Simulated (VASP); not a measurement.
# NaF (Fm-3m) in VASP: a series of runs, part 2 of 2

VASP 6.6.1.

## (3) Single point, PBE (volume scaled by 1.020)

INCAR reads:

```
  PREC = Accurate
  ENCUT = 520
  EDIFF = 1E-6
  ISMEAR = 0
  SIGMA = 0.05
  LREAL = F
  LASPH = T
  NELM = 100
  ALGO = Normal
  ISIF = 2
  LWAVE = F
  LCHARG = T
  GGA = PE
  LELF = T
  LVHAR = T
  NBANDS = 14
```

KPOINTS reads:

```
Automatic mesh
0
Gamma
  12 12 12
```

POSCAR reads:

```
NaF
1.0
    0.0000000000      2.3662470055      2.3662470055
    2.3662470055      0.0000000000      2.3662470055
    2.3662470055      2.3662470055      0.0000000000
Na F
1 1
Direct
    0.0000000000      0.0000000000      0.0000000000
    0.5000000000      0.5000000000      0.5000000000
```

Potentials or basis: VASP PAW PBE potentials, release 64 (Na_pv, F).

On the command line:

```sh
$ cat potpaw_PBE.64/Na_pv/POTCAR potpaw_PBE.64/F/POTCAR > POTCAR
$ mpirun -np 1 vasp_std > vasp.out
```

OUTCAR:

```text
PREC = Accurate
   ENCUT = 520
   EDIFF = 1E-6
   ISMEAR = 0
   LREAL = F
   LASPH = T
   NELM = 100
   ISIF = 2
   GGA = PE

 ion  position               nearest neighbor table
   1  0.000  0.000  0.000-
   2  0.500  0.500  0.500-

  LATTYP: Found a face centered cubic cell.
 ALAT       =     4.7324940110

  Lattice vectors:

 A1 = (   0.0000000000,   2.3662470055,   2.3662470055)
 A2 = (   2.3662470055,   0.0000000000,   2.3662470055)
 A3 = (   2.3662470055,   2.3662470055,   0.0000000000)

Analysis of symmetry for initial positions (statically):
=====================================================================
 Subroutine PRICEL returns:
 Original cell was already a primitive cell.

 Routine SETGRP: Setting up the symmetry group for a
 face centered cubic supercell.

 Subroutine GETGRP returns: Found 48 space group operations
 (whereof 48 operations were pure point group operations)
 out of a pool of 48 trial point group operations.

The static configuration has the point symmetry O_h .

Analysis of symmetry for dynamics (positions and initial velocities):
=====================================================================
 Subroutine PRICEL returns:
 Original cell was already a primitive cell.

 Routine SETGRP: Setting up the symmetry group for a
 face centered cubic supercell.

 Subroutine GETGRP returns: Found 48 space group operations
 (whereof 48 operations were pure point group operations)
 out of a pool of 48 trial point group operations.

The dynamic configuration has the point symmetry O_h .

 Subroutine INISYM returns: Found 48 space group operations
 (whereof 48 operations are pure point group operations),
 and found     1 'primitive' translations

----------------------------------------------------------------------------------------

                                     Primitive cell

  volume of cell :      26.4978

  direct lattice vectors                    reciprocal lattice vectors
     0.000000000  2.366247006  2.366247006    -0.211305075  0.211305075  0.211305075
     2.366247006  0.000000000  2.366247006     0.211305075 -0.211305075  0.211305075
     2.366247006  2.366247006  0.000000000     0.211305075  0.211305075 -0.211305075

  length of vectors
     3.346378607  3.346378607  3.346378607     0.365991125  0.365991125  0.365991125

  position of ions in fractional coordinates (direct lattice)
     0.000000000  0.000000000  0.000000000
     0.500000000  0.500000000  0.500000000

  ion indices of the primitive-cell ions
   primitive index   ion index
                 1           1
                 2           2

----------------------------------------------------------------------------------------

 KPOINTS: Automatic mesh

Automatic generation of k-mesh.
 Grid dimensions read from file:
 generate k-points for:   12   12   12

 Generating k-lattice:

  Cartesian coordinates                     Fractional coordinates (reciprocal lattice)
    -0.017608756  0.017608756  0.017608756     0.083333333  0.000000000  0.000000000
     0.017608756 -0.017608756  0.017608756     0.000000000  0.083333333  0.000000000
     0.017608756  0.017608756 -0.017608756     0.000000000  0.000000000  0.083333333

  Length of vectors
     0.030499260  0.030499260  0.030499260

  Shift w.r.t. Gamma in fractional coordinates (k-lattice)
     0.000000000  0.000000000  0.000000000

 Subroutine IBZKPT returns following result:
 ===========================================

 Found     72 irreducible k-points:

 Following reciprocal coordinates:
            Coordinates               Weight
  0.000000  0.000000  0.000000      1.000000
  0.083333  0.000000  0.000000      8.000000
  0.166667  0.000000  0.000000      8.000000
  0.250000  0.000000  0.000000      8.000000
  0.333333  0.000000  0.000000      8.000000
  0.416667  0.000000  0.000000      8.000000
[... 16 lines left out ...]
  0.500000  0.166667  0.000000     24.000000
 -0.416667  0.166667  0.000000     24.000000
 [... further k-points ...]
   k-points           NKPTS =     72   k-points in BZ     NKDIM =     72   number of bands    NBANDS=     14
   number of dos      NEDOS =    301   number of ions     NIONS =      2
   total plane-waves  NPLWV =  21952
   dimension x,y,z NGX =    28 NGY =   28 NGZ =   28
   dimension x,y,z NGXF=    56 NGYF=   56 NGZF=   56
   ions per type =               1   1
   NGX,Y,Z   is equivalent  to a cutoff of  13.91, 13.91, 13.91 a.u.
   NGXF,Y,Z  is equivalent  to a cutoff of  27.82, 27.82, 27.82 a.u.
 SYSTEM =  unknown system
   PREC   = accura    normal or accurate (medium, high low for compatibility)
   ISTART =      0    job   : 0-new  1-cont  2-samecut
   ICHARG =      2    charge: 1-file 2-atom 10-const
   ISPIN  =      1    spin polarized calculation?
   LNONCOLLINEAR =      F non collinear calculations
   LSORBIT =      F    spin-orbit coupling
   LASPH  =      T    aspherical Exc in radial PAW
   ENCUT  =  520.0 eV  38.22 Ry    6.18 a.u.   6.22  6.22  6.22*2*pi/ulx,y,z
   NELM   =    100;   NELMIN=  2; NELMDL= -5     # of ELM steps
   EDIFF  = 0.1E-05   stopping-criterion for ELM
   LREAL  =      F    real-space projection
   EDIFFG = 0.1E-04   stopping-criterion for IOM
   NSW    =      0    number of steps for IOM
   IBRION =     -1    ionic relax: 0-MD 1-quasi-New 2-CG
   NFREE  =      0    steps in history (QN), initial steepest desc. (CG)
   ISIF   =      2    stress and relaxation
   ISYM   =      2    0-nonsym 1-usesym 2-fastsym
   POTIM  = 0.5000    time-step for ionic-motion
   TEBEG  =    0.0;   TEEND  =   0.0 temperature during run
   PSTRESS=    0.0 pullay stress
   NELECT =      14.0000    total number of electrons
   NUPDOWN=      -1.0000    fix difference up-down
   EMIN   =  10.00;   EMAX   =-10.00  energy-range for DOS
   EFERMI =   0.00;   METHOD = LEGACY
   ISMEAR =     0;   SIGMA  =   0.05  broadening in eV -4-tet -1-fermi 0-gaus
   EFERMI_NEDOS =   21; number of points for ismear=-14 and -15
   IALGO  =     38    algorithm
   IMIX   =      4    mixing-type and parameters
     AMIX     =   0.40;   BMIX     =  1.00
     AMIX_MAG =   1.60;   BMIX_MAG =  1.00
  volume/ion in A,a.u.               =      13.25        89.41
  Fermi-wavevector in a.u.,A,eV,Ry     =   1.323470  2.500996 23.831595  1.751573
  Thomas-Fermi vector in A             =   2.453076
   LORBIT       =      0    0 simple, 1 ext, 2 COOP (PROOUT), +10 PAW based schemes
   GGA     = PE    functional components
   LHFCALC =     F    Hartree Fock is set to
   AEXX    =    0.0000 exact exchange contribution
   IVDW    =     0    specifies the selected vdW correction
   LEPSILON=     F    determine dielectric tensor
   LRPA    =     F    only Hartree local field effects (RPA)
 non-spin polarized calculation
 Gauss-broadening in eV      SIGMA  =   0.05
  energy-cutoff  :      520.00
  volume of cell :       26.50
 maximum number of plane-waves:       725
 NGX is ok and might be reduce to    28
   NGX = 13   NGY = 13   NGZ = 13

 number of electron      13.9999992 magnetization

 Free energy of the ion-electron system (eV)
  ---------------------------------------------------
  ext. energy  EPLUGINS =         0.00000000
  ---------------------------------------------------
  free energy    TOTEN  =        -8.56839840 eV

  energy without entropy =       -8.56839840  energy(sigma->0) =       -8.56839840

 E-fermi :  -2.1278     XC(G=0):  -8.8588

 val. band max:       -2.3453646217   @ k =   0.0000   0.0000   0.0000
 cond. band min:       3.6254754486   @ k =   0.0000   0.0000   0.0000
 fundamental gap:      5.9708400703
 Fermi energy:        -2.1277636269

 k-point     1 :       0.0000    0.0000    0.0000
  band No.  band energies     occupation
      1     -21.4854      2.00000
      2     -21.4854      2.00000
      3     -21.4854      2.00000
      4     -21.4190      2.00000
      5      -2.3454      2.00000
      6      -2.3454      2.00000
      7      -2.3454      2.00000
      8       3.6255      0.00000
      9      16.1785      0.00000
     10      16.1785      0.00000
     11      16.1785      0.00000
     12      18.9137      0.00000
     13      21.0205      0.00000
     14      21.0205      0.00000
[... 375 lines left out ...]
 k-point    24 :      -0.4167    0.1667    0.0000
  band No.  band energies     occupation
      1     -22.0339      2.00000
      2     -21.5203      2.00000
      3     -21.5004      2.00000
      4     -20.7400      2.00000
      5      -3.6365      2.00000
      6      -2.7813      2.00000
      7      -2.5998      2.00000
      8       8.5436      0.00000
      9       9.8687      0.00000
     10      14.7454      0.00000
     11      17.0377      0.00000
     12      18.2976      0.00000
     13      20.4791      0.00000
     14      23.0829      0.00000

 [... further k-points ...]
[... 5 lines left out ...]
  --------------------------------------------------------------------------------------
  -------------------------------------------------------------------------------------
  Total       -0.1693807     -0.1693807     -0.1693807      0.0000000     -0.0000000      0.0000000
  in kB      -10.2415149    -10.2415149    -10.2415149      0.0000000     -0.0000000      0.0000000
  external PRESSURE =     -10.2415149 kB  Pullay stress =       0.0000000 kB

 VOLUME and BASIS-vectors are now :
 -----------------------------------------------------------------------------
  energy-cutoff  :      520.00
  volume of cell :       26.50
      direct lattice vectors                 reciprocal lattice vectors
     0.000000000  2.366247006  2.366247006    -0.211305075  0.211305075  0.211305075
     2.366247006  0.000000000  2.366247006     0.211305075 -0.211305075  0.211305075
     2.366247006  2.366247006  0.000000000     0.211305075  0.211305075 -0.211305075

 POSITION                                       TOTAL-FORCE (eV/Angst)
 -----------------------------------------------------------------------------------
      0.00000      0.00000      0.00000         0.000000      0.000000      0.000000
      2.36625      2.36625      2.36625        -0.000000     -0.000000     -0.000000
 -----------------------------------------------------------------------------------
    total drift:                                0.000000      0.000000      0.000000

  FREE ENERGIE OF THE ION-ELECTRON SYSTEM (eV)
  ---------------------------------------------------
  free  energy   TOTEN  =        -8.5683984028 eV

  energy  without entropy=       -8.5683984028  energy(sigma->0) =       -8.56839840
```

stdout:

```text
POSCAR found type information on POSCAR NaF
 POSCAR found :  2 types and       2 ions
 scaLAPACK will be used
 LDA part: xc-table for (Slater+PW92), standard interpolation
 POSCAR, INCAR and KPOINTS ok, starting setup
 FFT: planning ... GRIDC
 FFT: planning ... GRID_SOFT
 FFT: planning ... GRID
 WAVECAR not read
 entering main loop
```

It took 23 s on 1 thread of Intel Xeon Platinum 8259CL at 2.50GHz (Skylake/Cascade Lake), shared host; peak memory 0.16 GiB.

What came out:

```yaml
Free_energy: -8.5684 eV
Pressure: -1.0 GPa
Band_gap_on_the_k_mesh: 5.97 eV, direct
```

 A k mesh can miss the band edges.

## (4) Single point, PBE (volume scaled by 1.040)

INCAR reads:

```
PREC = Accurate
ENCUT = 520
EDIFF = 1E-6
ISMEAR = 0
SIGMA = 0.05
LREAL = False
LASPH = True
NELM = 60
ALGO = Normal
ISIF = 2
LWAVE = False
LCHARG = False
GGA = PE
NBANDS = 14
```

KPOINTS reads:

```
regular mesh
0
Gamma
  12 12 12
```

POSCAR reads:

```
NaF
1.0
    0.0000000000      2.3816126764      2.3816126764
    2.3816126764      0.0000000000      2.3816126764
    2.3816126764      2.3816126764      0.0000000000
Na F
1 1
Direct
    0.0000000000      0.0000000000      0.0000000000
    0.5000000000      0.5000000000      0.5000000000
```

On the command line:

```sh
$ cat potpaw_PBE.64/Na_pv/POTCAR potpaw_PBE.64/F/POTCAR > POTCAR
$ mpirun -np 1 vasp_std > vasp.out
```

Wall time 23 s (1 thread of Intel Xeon Platinum 8259CL at 2.50GHz (Skylake/Cascade Lake), shared host); peak memory 0.16 GiB.

Results (log left out):

| Item | Value |
| --- | --- |
| Free energy | -8.5647 eV |
| Pressure | -1.8 GPa |
| Band gap on the k mesh | 5.88 eV, direct |

Levels at points of the mesh, in eV from the valence-band top:
```
           k point  band 4  band 5  band 6  band 7  band 8  band 9  band 10  band 11
(0.00, 0.00, 0.00)  -19.04    0.00    0.00    0.00    5.88   18.38    18.38    18.39
(0.50, 0.00, 0.00)  -18.36   -1.42   -0.22   -0.22   10.28   11.78    19.22    19.22
(0.50, 0.50, 0.00)  -18.84   -1.15   -0.37   -0.37   12.49   12.81    13.01    18.72
```

 A k mesh can miss the band edges.

## (5) Overview

| cell | gap on the mesh (eV) | pressure (GPa) |
| --- | --- | --- |
| a = 3.324 Å, angles 60.0°, 2 atoms | 6.07 | -0.1 |
| a = 3.346 Å, angles 60.0°, 2 atoms | 5.97 | -1.0 |
| a = 3.368 Å, angles 60.0°, 2 atoms | 5.88 | -1.8 |

Alike in all rows: task single point; level PBE; potentials or basis VASP PAW PBE potentials, release 64 (Na_pv, F); no spin polarisation; k mesh 12 × 12 × 12; cutoff (eV) 520; smearing gaussian 0.05 eV.

Total energies depend on the potentials used, so only differences within one code and one set of settings carry meaning.
